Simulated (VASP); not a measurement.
# NiO (Fm-3m) in VASP: a series of runs

Runs on NiO. Level: PBE. Tasks: single point.

Program: VASP 6.6.1. These are calculated values, not measurements. Logs are shortened: lines on timing, memory, paths and dates and some standing lists are left out, and cuts for length are marked.

## (1) The cell of the first run

Symmetry: Fm-3m, No. 225, cubic system. The conventional cell has a = 4.087 Å, b = 4.087 Å, c = 4.087 Å, α = 90.00°, β = 90.00°, γ = 90.00°. Ni (site symmetry m-3m) has 6 O at 2.04 Å within 2.7 Å. O (site symmetry m-3m) has 6 Ni at 2.04 Å within 2.7 Å.

## (2) Single point, PBE, collinear spin, ferromagnetic start

The input, INCAR:

```
  PREC = Accurate
  ENCUT = 520
  EDIFF = 1E-7
  ISMEAR = -1
  SIGMA = 0.1
  LREAL = False
  LASPH = True
  NELM = 150
  ALGO = Normal
  ISIF = 2
  LWAVE = False
  LCHARG = False
  ISPIN = 2
  MAGMOM = 1 0
  LORBIT = 11
  LMAXMIX = 4
  GGA = PE
  NBANDS = 19
```

The input, KPOINTS:

```
Automatic mesh
0
Gamma
  12 12 12
```

The input, POSCAR:

```
NiO
1.0
    0.0000000000      2.0433202707      2.0433202707
    2.0433202707      0.0000000000      2.0433202707
    2.0433202707      2.0433202707      0.0000000000
Ni O
1 1
Direct
    0.0000000000      0.0000000000      0.0000000000
    0.5000000000      0.5000000000      0.5000000000
```

Potentials or basis: VASP PAW PBE potentials, release 64 (Ni, O).

Launch:

```console
$ cat potpaw_PBE.64/Ni/POTCAR potpaw_PBE.64/O/POTCAR > POTCAR
$ mpirun -np 1 vasp_std > vasp.out
```

OUTCAR:

```text
PREC = Accurate
   ENCUT = 520
   EDIFF = 1E-7
   ISMEAR = -1
   LREAL = False
   LASPH = True
   NELM = 150
   ISIF = 2
   ISPIN = 2
   LORBIT = 11
   GGA = PE

 ion  position               nearest neighbor table
   1  0.000  0.000  0.000-   2 2.04   2 2.04   2 2.04   2 2.04   2 2.04   2 2.04
   2  0.500  0.500  0.500-   1 2.04   1 2.04   1 2.04   1 2.04   1 2.04   1 2.04

  LATTYP: Found a face centered cubic cell.
 ALAT       =     4.0866405414

  Lattice vectors:

 A1 = (   0.0000000000,   2.0433202707,   2.0433202707)
 A2 = (   2.0433202707,   0.0000000000,   2.0433202707)
 A3 = (   2.0433202707,   2.0433202707,   0.0000000000)

Analysis of symmetry for initial positions (statically):
=====================================================================
 Subroutine PRICEL returns:
 Original cell was already a primitive cell.

 Routine SETGRP: Setting up the symmetry group for a
 face centered cubic supercell.

 Subroutine GETGRP returns: Found 48 space group operations
 (whereof 48 operations were pure point group operations)
 out of a pool of 48 trial point group operations.

The static configuration has the point symmetry O_h .

Analysis of symmetry for dynamics (positions and initial velocities):
=====================================================================
 Subroutine PRICEL returns:
 Original cell was already a primitive cell.

 Routine SETGRP: Setting up the symmetry group for a
 face centered cubic supercell.

 Subroutine GETGRP returns: Found 48 space group operations
 (whereof 48 operations were pure point group operations)
 out of a pool of 48 trial point group operations.

The dynamic configuration has the point symmetry O_h .

Analysis of structural, dynamic, and magnetic symmetry:
=====================================================================
 Subroutine PRICEL returns:
 Original cell was already a primitive cell.

 Routine SETGRP: Setting up the symmetry group for a
 face centered cubic supercell.

 Subroutine GETGRP returns: Found 48 space group operations
 (whereof 48 operations were pure point group operations)
 out of a pool of 48 trial point group operations.

The overall configuration has the point symmetry O_h .

 Subroutine INISYM returns: Found 48 space group operations
 (whereof 48 operations are pure point group operations),
 and found     1 'primitive' translations

----------------------------------------------------------------------------------------

                                     Primitive cell
[... 107 lines left out ...]
   EFERMI_NEDOS =   21; number of points for ismear=-14 and -15
   IALGO  =     38    algorithm
   IMIX   =      4    mixing-type and parameters
     AMIX     =   0.40;   BMIX     =  1.00
     AMIX_MAG =   1.60;   BMIX_MAG =  1.00
  volume/ion in A,a.u.               =       8.53        57.57
  Fermi-wavevector in a.u.,A,eV,Ry     =   1.602391  3.028079 34.935075  2.567656
  Thomas-Fermi vector in A             =   2.699219
   LORBIT       =     11    0 simple, 1 ext, 2 COOP (PROOUT), +10 PAW based schemes
   GGA     = PE    functional components
   LHFCALC =     F    Hartree Fock is set to
   AEXX    =    0.0000 exact exchange contribution
   IVDW    =     0    specifies the selected vdW correction
   LEPSILON=     F    determine dielectric tensor
   LRPA    =     F    only Hartree local field effects (RPA)
 spin polarized calculation
  energy-cutoff  :      520.00
  volume of cell :       17.06
 maximum number of plane-waves:       477
 NGX is ok and might be reduce to    24
   NGX = 11   NGY = 11   NGZ = 11

 number of electron      15.9999994 magnetization       1.4201160

 Free energy of the ion-electron system (eV)
  ---------------------------------------------------
  ext. energy  EPLUGINS =         0.00000000
  ---------------------------------------------------
  free energy    TOTEN  =       -11.41261561 eV

  energy without entropy =      -11.36650537  energy(sigma->0) =      -11.38956049

 E-fermi :   8.9567     XC(G=0): -13.0690

 val. band max:        8.9323651481   @ k =   0.3333   0.1667   0.0833
 cond. band min:       8.9617189964   @ k =  -0.3333   0.5000   0.1667
 fundamental gap:      0.0293538483
 Fermi energy:         8.9567276862

 spin component 1

 k-point     1 :       0.0000    0.0000    0.0000
  band No.  band energies     occupation
      1     -12.1676      1.00000
      2       5.5595      1.00000
      3       5.5595      1.00000
      4       5.5595      1.00000
      5       5.9448      1.00000
      6       5.9449      1.00000
[... 517 lines left out ...]
     18      40.3929      0.00000
     19      40.6211      0.00000

 [... further k-points ...]

 spin component 2

 k-point     1 :       0.0000    0.0000    0.0000
  band No.  band energies     occupation
      1     -11.8388      1.00000
      2       5.9446      1.00000
      3       5.9446      1.00000
      4       5.9446      1.00000
      5       6.9022      1.00000
      6       6.9023      1.00000
[... 517 lines left out ...]
     18      40.7090      0.00000
     19      40.9779      0.00000

 [... further k-points ...]
[... 5 lines left out ...]
  --------------------------------------------------------------------------------------
  -------------------------------------------------------------------------------------
  Total        1.9450173      1.9450173      1.9450173      0.0000000      0.0000000      0.0000000
  in kB      182.6395109    182.6395109    182.6395109      0.0000000      0.0000000      0.0000000
  external PRESSURE =     182.6395109 kB  Pullay stress =       0.0000000 kB

 VOLUME and BASIS-vectors are now :
 -----------------------------------------------------------------------------
  energy-cutoff  :      520.00
  volume of cell :       17.06
      direct lattice vectors                 reciprocal lattice vectors
     0.000000000  2.043320271  2.043320271    -0.244699770  0.244699770  0.244699770
     2.043320271  0.000000000  2.043320271     0.244699770 -0.244699770  0.244699770
     2.043320271  2.043320271  0.000000000     0.244699770  0.244699770 -0.244699770

 POSITION                                       TOTAL-FORCE (eV/Angst)
 -----------------------------------------------------------------------------------
      0.00000      0.00000      0.00000        -0.000000     -0.000000     -0.000000
      2.04332      2.04332      2.04332         0.000000      0.000000      0.000000
 -----------------------------------------------------------------------------------
    total drift:                                0.000000     -0.000000     -0.000000

  FREE ENERGIE OF THE ION-ELECTRON SYSTEM (eV)
  ---------------------------------------------------
  free  energy   TOTEN  =       -11.4126156090 eV

  energy  without entropy=      -11.3665053674  energy(sigma->0) =      -11.38956049

 total charge

# of ion       s       p       d       tot
------------------------------------------
    1        0.353   0.455   8.324   9.132
    2        1.561   3.443   0.000   5.004
--------------------------------------------------
tot          1.914   3.898   8.324  14.136

 magnetization (x)

# of ion       s       p       d       tot
------------------------------------------
    1        0.011   0.015   1.161   1.188
    2        0.027   0.173   0.000   0.199
--------------------------------------------------
tot          0.038   0.188   1.161   1.387
```

stdout:

```text
POSCAR found type information on POSCAR NiO
 POSCAR found :  2 types and       2 ions
 scaLAPACK will be used
 LDA part: xc-table for (Slater+PW92), standard interpolation
 POSCAR, INCAR and KPOINTS ok, starting setup
 FFT: planning ... GRIDC
 FFT: planning ... GRID_SOFT
 FFT: planning ... GRID
 WAVECAR not read
 entering main loop
```

Run time: 53 s. Hardware: 1 thread of AMD EPYC 7R13 (Zen 3), shared host; peak memory 0.14 GiB.

Results:

| Item | Value |
| --- | --- |
| Free energy | -11.4126 eV |
| Pressure | 18.3 GPa |
| Net moment | 1.42 μB per cell |
| Site moments | Ni +1.19; O +0.20 μB |
| Valence electrons inside the program's atomic spheres | Ni 9.13; O 5.00 |

Levels at points of the mesh, in eV from the Fermi level:
Spin up:
```csv
k point,band 5,band 6,band 7,band 8,band 9,band 10,band 11,band 12,band 13,band 14
"(0.00, 0.00, 0.00)",-3.01,-3.01,-2.72,-2.72,-2.72,1.85,17.97,19.38,19.38,19.38
"(0.50, 0.00, 0.00)",-1.89,-1.89,-1.36,0.52,0.52,5.66,10.53,14.39,14.39,22.13
"(0.50, 0.50, 0.00)",-3.74,-2.62,-1.94,-1.56,-1.56,6.53,10.90,12.47,17.31,17.31
```
Spin down:
| k point | band 4 | band 5 | band 6 | band 7 | band 8 | band 9 | band 10 | band 11 |
| --- | --- | --- | --- | --- | --- | --- | --- | --- |
| (0.00, 0.00, 0.00) | -3.01 | -2.05 | -2.05 | -2.05 | -0.94 | -0.94 | 2.13 | 17.93 |
| (0.50, 0.00, 0.00) | -5.49 | -1.06 | -1.06 | -0.65 | 2.13 | 2.13 | 5.80 | 10.94 |
| (0.50, 0.50, 0.00) | -4.44 | -3.17 | -0.82 | -0.82 | -0.47 | 0.20 | 6.91 | 11.18 |

Caveat: a cell with one magnetic atom can't hold antiferromagnetic order, which such compounds often take; semilocal functionals often make such compounds metallic where correlation or magnetic order opens a gap, which also shifts bond lengths.

## (3) Single point, PBE, collinear spin, ferromagnetic start

This run uses another cell than the first one, of 8.71 Å³/atom, 1.021 times its volume.

The input, INCAR:

```
SYSTEM = NiO
PREC = Accurate
ENCUT = 520
EDIFF = 1E-6
ISMEAR = -1
SIGMA = 0.1
LREAL = .FALSE.
LASPH = .TRUE.
NELM = 150
ALGO = Normal
ISIF = 2
LWAVE = .FALSE.
LCHARG = .FALSE.
ISPIN = 2
MAGMOM = 1 0
LORBIT = 11
LMAXMIX = 4
GGA = PE
NBANDS = 19
```

The input, KPOINTS:

```
Automatic mesh
0
G
  12 12 12
  0 0 0
```

The input, POSCAR:

```
NiO
1.0
    0.0000000000      2.0577103242      2.0577103242
    2.0577103242      0.0000000000      2.0577103242
    2.0577103242      2.0577103242      0.0000000000
Ni O
1 1
Direct
    0.0000000000      0.0000000000      0.0000000000
    0.5000000000      0.5000000000      0.5000000000
```

Potentials or basis: VASP PAW PBE potentials, release 64 (Ni, O).

Launch:

```console
$ cat potpaw_PBE.64/Ni/POTCAR potpaw_PBE.64/O/POTCAR > POTCAR
$ mpirun -np 1 vasp_std > vasp.out
```

It took 47 s on 1 thread of AMD EPYC 7R13 (Zen 3), shared host; peak memory 0.14 GiB.

It converged, with:

```
Free energy                                           : -11.4488 eV
Pressure                                              : 13.4 GPa
Net moment                                            : 1.49 μB per cell
Site moments                                          : Ni +1.25; O +0.21 μB
Valence electrons inside the program's atomic spheres : Ni 9.09; O 4.99
```

Levels at points of the mesh, in eV from the Fermi level:
Spin up:
```tsv
k point	band 5	band 6	band 7	band 8	band 9	band 10	band 11	band 12	band 13	band 14
(0.00, 0.00, 0.00)	-3.03	-3.03	-2.69	-2.69	-2.69	1.73	17.92	19.23	19.23	19.23
(0.50, 0.00, 0.00)	-1.90	-1.90	-1.37	0.45	0.45	5.63	10.34	14.26	14.26	21.85
(0.50, 0.50, 0.00)	-3.66	-2.65	-2.01	-1.58	-1.58	6.40	10.78	12.38	17.07	17.07
```
Spin down:
| k point | band 5 | band 6 | band 7 | band 8 | band 9 | band 10 |
| --- | --- | --- | --- | --- | --- | --- |
| (0.00, 0.00, 0.00) | -1.99 | -1.99 | -1.99 | -0.85 | -0.85 | 2.03 |
| (0.50, 0.00, 0.00) | -1.03 | -1.03 | -0.63 | 2.14 | 2.14 | 5.77 |
| (0.50, 0.50, 0.00) | -3.06 | -0.80 | -0.80 | -0.39 | 0.23 | 6.79 |

Caveat: a cell with one magnetic atom can't hold antiferromagnetic order, which such compounds often take; semilocal functionals often make such compounds metallic where correlation or magnetic order opens a gap, which also shifts bond lengths. With open d or f shells a metallic result of PBE can be an artefact of self-interaction; +U or a hybrid may open a gap.
